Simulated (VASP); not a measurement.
# C (P6_3/mmc) in VASP: further runs, part 2 of 3

VASP 6.6.1. Earlier steps stand in the parts before.

**3. Relaxation of cell and atoms, r2SCAN, target pressure 5 GPa, at which the enthalpy is minimised**

POSCAR reads:

```
C
1.0
    2.1200000000      0.0000000000      0.0000000000
   -1.0600000000      1.8359738560      0.0000000000
    0.0000000000      0.0000000000      3.4619600000
C
2
Direct
    0.3333333333      0.6666666667      0.2500000000
    0.6666666667      0.3333333333      0.7500000000
```

INCAR.step1 reads:

```
SYSTEM = C
PREC = Accurate
ENCUT = 600
ISMEAR = -1
SIGMA = 0.05
LREAL = .False.
LASPH = .True.
NELM = 60
GGA = PE
ALGO = Normal
EDIFF = 1E-4
LWAVE = .True.
LCHARG = .False.
```

INCAR.step2 reads:

```
SYSTEM = C
PREC = Accurate
ENCUT = 600
EDIFF = 1E-6
ISMEAR = -1
SIGMA = 0.05
LREAL = .False.
LASPH = .True.
NELM = 60
ALGO = Normal
ISIF = 3
LWAVE = .False.
LCHARG = .False.
METAGGA = R2SCAN
LMIXTAU = .True.
IBRION = 2
NSW = 80
EDIFFG = -0.03
PSTRESS = 50.0
ISTART = 1
```

KPOINTS reads:

```
regular mesh
0
Gamma
  12 12 7
  0 0 0
```

Potentials or basis: VASP PAW PBE potentials, release 64 (C).

Run with:

```console
cat potpaw_PBE.64/C/POTCAR > POTCAR
cp INCAR.step1 INCAR
mpirun -np 1 vasp_std > vasp.out
cp INCAR.step2 INCAR
mpirun -np 1 vasp_std > vasp.out
```

OUTCAR:

```text
SYSTEM = C
   PREC = Accurate
   ENCUT = 600
   EDIFF = 1E-6
   ISMEAR = -1
   LREAL = .False.
   LASPH = .True.
   NELM = 60
   ISIF = 3
   METAGGA = R2SCAN
   IBRION = 2
   NSW = 80
   EDIFFG = -0.03
   PSTRESS = 50.0
   ISTART = 1

 ion  position               nearest neighbor table
   1  0.333  0.667  0.250-
   2  0.667  0.333  0.750-

  LATTYP: Found a hexagonal cell.
 ALAT       =     2.1200000000
 C/A-ratio  =     1.6330000000

  Lattice vectors:

 A1 = (   2.1200000000,   0.0000000000,   0.0000000000)
 A2 = (  -1.0600000000,   1.8359738560,   0.0000000000)
 A3 = (   0.0000000000,   0.0000000000,   3.4619600000)

Analysis of symmetry for initial positions (statically):
=====================================================================
 Subroutine PRICEL returns:
 Original cell was already a primitive cell.

 Routine SETGRP: Setting up the symmetry group for a
 hexagonal supercell.

 Subroutine GETGRP returns: Found 24 space group operations
 (whereof 12 operations were pure point group operations)
 out of a pool of 24 trial point group operations.

The static configuration has the point symmetry D_3d.
 The point group associated with its full space group is D_6h.

Analysis of symmetry for dynamics (positions and initial velocities):
=====================================================================
 Subroutine PRICEL returns:
 Original cell was already a primitive cell.

 Routine SETGRP: Setting up the symmetry group for a
 hexagonal supercell.

 Subroutine GETGRP returns: Found 24 space group operations
 (whereof 12 operations were pure point group operations)
 out of a pool of 24 trial point group operations.

The dynamic configuration has the point symmetry D_3d.
 The point group associated with its full space group is D_6h.

 Subroutine INISYM returns: Found 24 space group operations
 (whereof 12 operations are pure point group operations),
 and found     1 'primitive' translations

----------------------------------------------------------------------------------------

                                     Primitive cell

  volume of cell :      13.4749

  direct lattice vectors                    reciprocal lattice vectors
     2.120000000  0.000000000  0.000000000     0.471698113  0.272335033  0.000000000
    -1.060000000  1.835973856  0.000000000     0.000000000  0.544670065  0.000000000
     0.000000000  0.000000000  3.461960000     0.000000000  0.000000000  0.288853713

  length of vectors
     2.120000000  2.120000000  3.461960000     0.544670065  0.544670065  0.288853713

  position of ions in fractional coordinates (direct lattice)
     0.333333333  0.666666667  0.250000000
     0.666666667  0.333333333  0.750000000

  ion indices of the primitive-cell ions
   primitive index   ion index
                 1           1
                 2           2

----------------------------------------------------------------------------------------

 KPOINTS: regular mesh

[... 57 lines left out ...]
 SYSTEM =  C
   PREC   = accura    normal or accurate (medium, high low for compatibility)
   ISTART =      1    job   : 0-new  1-cont  2-samecut
   ICHARG =      0    charge: 1-file 2-atom 10-const
   ISPIN  =      1    spin polarized calculation?
   LNONCOLLINEAR =      F non collinear calculations
   LSORBIT =      F    spin-orbit coupling
   LASPH  =      T    aspherical Exc in radial PAW
   ENCUT  =  600.0 eV  44.10 Ry    6.64 a.u.   4.23  4.23  6.91*2*pi/ulx,y,z
   NELM   =     60;   NELMIN=  2; NELMDL=  0     # of ELM steps
   EDIFF  = 0.1E-05   stopping-criterion for ELM
   LREAL  =      F    real-space projection
   EDIFFG = -.3E-01   stopping-criterion for IOM
   NSW    =     80    number of steps for IOM
   IBRION =      2    ionic relax: 0-MD 1-quasi-New 2-CG
   NFREE  =      1    steps in history (QN), initial steepest desc. (CG)
   ISIF   =      3    stress and relaxation
   ISYM   =      2    0-nonsym 1-usesym 2-fastsym
   POTIM  = 0.5000    time-step for ionic-motion
   TEBEG  =    0.0;   TEEND  =   0.0 temperature during run
   PSTRESS=   50.0 pullay stress
   NELECT =       8.0000    total number of electrons
   NUPDOWN=      -1.0000    fix difference up-down
   EMIN   =  10.00;   EMAX   =-10.00  energy-range for DOS
   EFERMI =   0.00;   METHOD = LEGACY
   ISMEAR =    -1;   SIGMA  =   0.05  broadening in eV -4-tet -1-fermi 0-gaus
   EFERMI_NEDOS =   21; number of points for ismear=-14 and -15
   IALGO  =     38    algorithm
   IMIX   =      4    mixing-type and parameters
     AMIX     =   0.40;   BMIX     =  1.00
     AMIX_MAG =   1.60;   BMIX_MAG =  1.00
  volume/ion in A,a.u.               =       6.74        45.47
  Fermi-wavevector in a.u.,A,eV,Ry     =   1.375931  2.600133 25.758365  1.893186
  Thomas-Fermi vector in A             =   2.501222
   LORBIT       =      0    0 simple, 1 ext, 2 COOP (PROOUT), +10 PAW based schemes
   METAGGA = R2SCAN    functional components
   LHFCALC =     F    Hartree Fock is set to
   AEXX    =    0.0000 exact exchange contribution
   IVDW    =     0    specifies the selected vdW correction
   LEPSILON=     F    determine dielectric tensor
   LRPA    =     F    only Hartree local field effects (RPA)
 conjugate gradient relaxation of ions
 non-spin polarized calculation
  energy-cutoff  :      600.00
  volume of cell :       13.47
 maximum number of plane-waves:       464
 NGX is ok and might be reduce to    18
   NGX =  9   NGY =  9   NGZ = 13

--------------------------------------- Ionic step        1  -------------------------------------------

 number of electron       8.0000000 magnetization

 Free energy of the ion-electron system (eV)
  ---------------------------------------------------
  ext. energy  EPLUGINS =         0.00000000
  ---------------------------------------------------
  free energy    TOTEN  =       -10.37572873 eV

  energy without entropy =      -10.37025175  energy(sigma->0) =      -10.37299024

------------------------ aborting loop because EDIFF is reached ----------------------------------------

  FORCE on cell =-STRESS in cart. coord.  units (eV):
  Direction    XX          YY          ZZ          XY          YZ          ZX
  --------------------------------------------------------------------------------------
  -------------------------------------------------------------------------------------
  Total        1.0651301      1.0651301     -0.4498442      0.0000000      0.0000000      0.0000000
  in kB      126.6452323    126.6452323    -53.4870042      0.0000000      0.0000000      0.0000000
  external PRESSURE =      16.6011535 kB  Pullay stress =      50.0000000 kB
[... 97 lines left out ...]
  energy  without entropy=      -10.4111748462  energy(sigma->0) =      -10.41336114

  enthalpy is  TOTEN    =        -9.9883406501 eV   P V=        0.4272067811

[... ionic steps 4 to 18 ...]

--------------------------------------- Ionic step       19  -------------------------------------------

 number of electron       7.9999999 magnetization

------------------------ aborting loop because EDIFF is reached ----------------------------------------
[... 71 lines left out ...]
--------------------------------------- Ionic step       21  -------------------------------------------

 number of electron       7.9999999 magnetization

 Free energy of the ion-electron system (eV)
  ---------------------------------------------------
  ext. energy  EPLUGINS =         0.00000000
  ---------------------------------------------------
  free energy    TOTEN  =       -12.97315567 eV

  energy without entropy =      -12.96926480  energy(sigma->0) =      -12.97121023

 E-fermi :   9.5584     XC(G=0): -14.5097

 val. band max:        9.5439207308   @ k =   0.0000   0.0000   0.1429
 cond. band min:       9.5925409912   @ k =   0.1667   0.0000   0.4286
 fundamental gap:      0.0486202605
 Fermi energy:         9.5583811373

 k-point     1 :       0.0000    0.0000    0.0000
  band No.  band energies     occupation
      1     -12.6018      2.00000
      2       7.2277      2.00000
      3       9.0891      1.99983
      4       9.0891      1.99983
      5      15.0300      0.00000
      6      16.3477      0.00000
      7      16.3477      0.00000
      8      23.8736      0.00000
[... 243 lines left out ...]
 k-point    24 :       0.3333   -0.0000    0.1429
  band No.  band energies     occupation
      1      -9.0072      2.00000
      2       0.2431      2.00000
      3       6.4005      2.00000
      4       7.1683      2.00000
      5      14.4387      0.00000
      6      16.1661      0.00000
      7      19.7504      0.00000
      8      20.4639      0.00000

 [... further k-points ...]

------------------------ aborting loop because EDIFF is reached ----------------------------------------

  FORCE on cell =-STRESS in cart. coord.  units (eV):
  Direction    XX          YY          ZZ          XY          YZ          ZX
  --------------------------------------------------------------------------------------
  -------------------------------------------------------------------------------------
  Total        0.3875772      0.3875772      0.4222974      0.0000000     -0.0000000      0.0000000
  in kB       51.9507678     51.9507678     56.6046520      0.0000000     -0.0000000      0.0000000
  external PRESSURE =       3.5020625 kB  Pullay stress =      50.0000000 kB
[... 21 lines left out ...]
  energy  without entropy=      -12.9692647963  energy(sigma->0) =      -12.97121023

  enthalpy is  TOTEN    =       -12.6001321257 eV   P V=        0.3730235405

 reached required accuracy - stopping structural energy minimisation
```

It took 5.2 min on 1 thread of AMD EPYC 9R45 (Zen 5), shared host; peak memory 0.1 GiB.

Results:

* Free energy: -12.9732 eV
* Relaxed volume: 5.98 Å³/atom
* Relaxed cell: a = 2.458 Å, b = 2.458 Å, c = 2.284 Å, α = 90.00°, β = 90.00°, γ = 120.00°
* Space group after relaxing (to 0.1 Å): P6_3/mmc (No. 194)
* Energy change on relaxing (the run minimises the enthalpy): -1298.7 meV/atom
* Ionic steps: 21
* Pressure after relaxing: 5.4 GPa
* Band gap on the k mesh: zero (bands 4 and 5 overlap by 9.18 eV)

Stress tensor (GPa, compression positive):
```
5.20 0.00 0.00
0.00 5.20 0.00
0.00 0.00 5.66
```

The path:
```
step  energy change (eV)  largest force (eV/Å)  pressure (GPa)  volume (Å³)
   1              0.0000                0.0000            6.66        13.47
   2             -0.0279                0.0000            4.43        13.61
   3             -0.0398                0.0000            4.30        13.69
   4             -0.0542                0.0000            4.63        13.84
   5             -0.3701                0.0000           -5.82        14.07
   6             -1.9577                0.0000          -31.08        14.21
   7             -0.8952                0.0000           13.98        12.95
   8             -2.3404                0.0000          -24.18        13.85
   9             -2.3850                0.0000          -30.57        14.09
  10             -2.3917                0.0000          -30.19        14.09
  11             -2.4037                0.0000          -29.45        14.08
  12             -2.4038                0.0000          -27.68        14.05
  13             -2.4103                0.0000          -28.77        14.07
  14             -2.4195                0.0000          -28.23        14.01
  15             -2.4461                0.0000          -26.59        13.86
  16             -2.4934                0.0000          -23.06        13.55
  17             -2.5640                0.0000          -14.80        12.95
  18             -2.5909                0.0000            9.01        11.81
  19             -2.5985                0.0000            4.47        11.99
  20             -2.5973                0.0000            5.43        11.95
  21             -2.5974                0.0000            5.35        11.95
```

Final structure:
```xyz
2
Lattice="2.4584 0.0000 0.0000 -1.2292 2.1291 0.0000 0.0000 0.0000 2.2837" Properties=species:S:1:pos:R:3 pbc="T T T"
C     0.0000    1.4194    0.5709
C     1.2292    0.7097    1.7127
```

Levels at points of the mesh, in eV from the Fermi level:
| k point | band 1 | band 2 | band 3 | band 4 | band 5 | band 6 | band 7 | band 8 |
| --- | --- | --- | --- | --- | --- | --- | --- | --- |
| (0.00, 0.00, 0.00) | -22.16 | -2.33 | -0.47 | -0.47 | 5.47 | 6.79 | 6.79 | 14.32 |
| (0.50, 0.00, 0.00) | -16.16 | -13.99 | -4.37 | 2.12 | 4.32 | 6.46 | 9.98 | 12.13 |

Caveat: the cell is relaxed towards a set pressure, so the run minimises the enthalpy, not the energy; a cell axis changed by over 15 % at a fixed basis, so the end point is rough; the PAW data sets were made with another functional, which shifts forces and pressure a little.

**4. Relaxation of cell and atoms, r2SCAN, target pressure 10 GPa, at which the enthalpy is minimised**

POSCAR is that of step 3.

INCAR.step1 reads:

```
SYSTEM = C
PREC     = Accurate       ! precision mode
ENCUT    = 600            ! plane-wave cutoff, eV
ISMEAR   = -1             ! smearing method
SIGMA    = 0.05           ! smearing width, eV
LREAL    = .FALSE.        ! projectors in reciprocal space
LASPH    = .TRUE.         ! aspherical terms in the spheres
NELM     = 60             ! most SCF steps
GGA      = PE             ! functional
ALGO     = Normal         ! electronic algorithm
EDIFF    = 1E-4           ! SCF threshold, eV
LWAVE    = .TRUE.         ! write WAVECAR
LCHARG   = .FALSE.        ! write CHGCAR
```

INCAR.step2 reads:

```
SYSTEM = C
PREC     = Accurate       ! precision mode
ENCUT    = 600            ! plane-wave cutoff, eV
EDIFF    = 1E-7           ! SCF threshold, eV
ISMEAR   = -1             ! smearing method
SIGMA    = 0.05           ! smearing width, eV
LREAL    = .FALSE.        ! projectors in reciprocal space
LASPH    = .TRUE.         ! aspherical terms in the spheres
NELM     = 60             ! most SCF steps
ALGO     = Normal         ! electronic algorithm
ISIF     = 3              ! what is computed and relaxed
LWAVE    = .FALSE.        ! write WAVECAR
LCHARG   = .FALSE.        ! write CHGCAR
METAGGA  = R2SCAN         ! meta-GGA
LMIXTAU  = .TRUE.       
IBRION   = 2              ! ionic algorithm
NSW      = 80             ! ionic steps
EDIFFG   = -0.03          ! ionic threshold
PSTRESS  = 100.0        
ISTART   = 1
```

KPOINTS reads:

```
Automatic mesh
0
G
  12 12 7
  0 0 0
```

Run with:

```console
cat potpaw_PBE.64/C/POTCAR > POTCAR
cp INCAR.step1 INCAR
mpirun -np 1 vasp_std > vasp.out
cp INCAR.step2 INCAR
mpirun -np 1 vasp_std > vasp.out
```

Run time: 1.7 min. Hardware: 1 thread of AMD EPYC 9R45 (Zen 5), shared host; peak memory 0.09 GiB.

It converged, with:

```
Free energy                                                : -10.3992 eV
Relaxed volume                                             : 6.64 Å³/atom
Relaxed cell                                               : a = 2.161 Å, b = 2.161 Å, c = 3.287 Å, α = 90.00°, β = 90.00°, γ = 120.00°
Space group after relaxing (to 0.1 Å)                      : P6_3/mmc (No. 194)
Energy change on relaxing (the run minimises the enthalpy) : -11.7 meV/atom
Ionic steps                                                : 6
Pressure after relaxing                                    : 10.2 GPa
Band gap on the k mesh                                     : zero (bands 4 and 5 overlap by 11.90 eV)
```

Stress tensor (GPa, compression positive):
```
10.48  0.00  0.00
 0.00 10.48  0.00
 0.00  0.00  9.74
```

Step by step:
| step | energy change (eV) | largest force (eV/Å) | pressure (GPa) | volume (Å³) |
| --- | --- | --- | --- | --- |
| 1 | 0.0000 | 0.0000 | 6.65 | 13.47 |
| 2 | -0.0093 | 0.0000 | 10.33 | 13.20 |
| 3 | -0.0076 | 0.0000 | 11.53 | 13.14 |
| 4 | -0.0025 | 0.0000 | 13.80 | 13.02 |
| 5 | -0.0037 | 0.0000 | 13.42 | 13.04 |
| 6 | -0.0235 | 0.0000 | 10.24 | 13.29 |

Final structure:
```
C
1.0
     2.16069    0.00000    0.00000
    -1.08034    1.87121    0.00000
     0.00000    0.00000    3.28702
C
2
Direct
  0.33333 0.66667 0.25000
  0.66667 0.33333 0.75000
```

Levels at points of the mesh, in eV from the Fermi level:
```tsv
k point	band 1	band 2	band 3	band 4	band 5	band 6	band 7	band 8
(0.00, 0.00, 0.00)	-21.27	-9.59	-8.88	6.23	6.23	8.83	8.83	10.59
(0.50, 0.00, 0.00)	-12.48	-11.37	-2.42	-1.61	-1.21	1.61	2.19	7.50
```

Caveat: the cell is relaxed towards a set pressure, so the run minimises the enthalpy, not the energy; the PAW data sets were made with another functional, which shifts forces and pressure a little.

(Part 2 of 3 ends here.)

The gap in the log of VASP goes by the Fermi energy; the results here count the filled bands.